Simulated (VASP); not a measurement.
CdSe, 2 atoms in the cell. Symmetry: F-43m, No. 216, cubic system. The conventional cell has a = 6.089 Å, b = 6.089 Å, c = 6.089 Å, α = 90.00°, β = 90.00°, γ = 90.00°. Within 3.5 Å of Cd (site symmetry -43m) lie 4 Se at 2.64 Å. Within 3.5 Å of Se (site symmetry -43m) lie 4 Cd at 2.64 Å. 

| Quantity | Value |
| --- | --- |
| Program | VASP 6.6.1 |
| Task | single point |
| Functional | revPBE |
| Dispersion | D3(BJ) |
| Potentials or basis | VASP PAW PBE potentials, release 64 (Cd, Se) |
| Cutoff | 520 eV |
| k mesh | 6 × 6 × 6 |
| Occupations | gaussian, width 0.01 eV |
| Spin | no spin polarisation |
| Dipole correction | no |
| Further INCAR settings | ALGO = Normal; EDIFF = 1e-06; NBANDS = 16 |

Potentials or basis: VASP PAW PBE potentials, release 64 (Cd, Se).

Command:

```console
$ cat potpaw_PBE.64/Cd/POTCAR potpaw_PBE.64/Se/POTCAR > POTCAR
$ mpirun -np 1 vasp_std > vasp.out
```

Hardware: 1 thread of AMD EPYC 7R13, on a shared host.

**Question.** Estimate the wall time of this run.

**Answer.** It took 23 s on 1 thread of AMD EPYC 7R13, with other jobs on the host, peak memory 0.16 GiB. Counts: scf iterations 12, k points 16.
